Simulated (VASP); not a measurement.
## ZnSe: relaxation of cell and atoms with PBEsol

ZnSe:

```
Zn Se
1.0
     0.00000    2.83380    2.83380
     2.83380    0.00000    2.83380
     2.83380    2.83380    0.00000
Zn Se
1 1
Cartesian
  0.0000 0.0000 0.0000
  4.2507 4.2507 4.2507
```

| Quantity | Value |
| --- | --- |
| Program | VASP 6.6.1 |
| Task | relaxation of cell and atoms |
| Functional | PBEsol |
| Potentials or basis | VASP PAW PBE potentials, release 64 (Zn, Se) |
| Cutoff | 600 eV |
| k mesh | 12 × 12 × 12 |
| Occupations | fermi-dirac, width 0.1 eV |
| Spin | no spin polarisation |
| Dipole correction | no |
| Further INCAR settings | ALGO = Normal; EDIFF = 1e-06; IBRION = 2; EDIFFG = -0.002; NSW = 100; ISIF = 3 |

The relaxed volume is 22.44 Å³/atom, the relaxed cell is a = 3.989 Å, b = 3.989 Å, c = 3.989 Å, α = 60.00°, β = 60.00°, γ = 60.00° and the space group after relaxing (to 0.05 Å) is F-43m (No. 216). The energy gained by relaxing is 0.9 meV/atom and the ionic steps are 3. The pressure after relaxing is 0.0 GPa and the band gap on the k mesh is 1.23 eV, direct.

The path:
| step | energy change (eV) | largest force (eV/Å) | pressure (GPa) | volume (Å³) |
| --- | --- | --- | --- | --- |
| 1 | 0.0000 | 0.0000 | -0.91 | 45.51 |
| 2 | -0.0017 | 0.0000 | 0.45 | 44.67 |
| 3 | -0.0019 | 0.0000 | 0.01 | 44.88 |

Final structure:
```xyz
2
Lattice="0.0000 2.8207 2.8207 2.8207 0.0000 2.8207 2.8207 2.8207 0.0000" Properties=species:S:1:pos:R:3 pbc="T T T"
Zn    0.0000    0.0000    0.0000
Se    4.2310    4.2310    4.2310
```

Levels at points of the mesh, in eV from the valence-band top:
```csv
k point,band 6,band 7,band 8,band 9,band 10,band 11,band 12,band 13
"(0.00, 0.00, 0.00)",-6.22,0.00,0.00,0.00,1.23,5.73,5.73,5.73
"(0.50, 0.00, 0.00)",-6.06,-5.37,-0.90,-0.90,2.47,6.30,6.30,8.44
"(0.50, 0.50, 0.00)",-6.04,-4.85,-2.26,-2.26,2.81,3.37,10.71,11.27
```

Wall time 82 s on 1 thread of Intel(R) Xeon(R) Platinum 8259CL CPU @ 2.50GHz (Skylake/Cascade Lake), with other jobs on the host, peak memory 0.22 GiB.

Caveat: the PAW data sets were made with another functional, which shifts forces and pressure a little. PBEsol gaps usually lie below the measured ones, often by a third to a half.
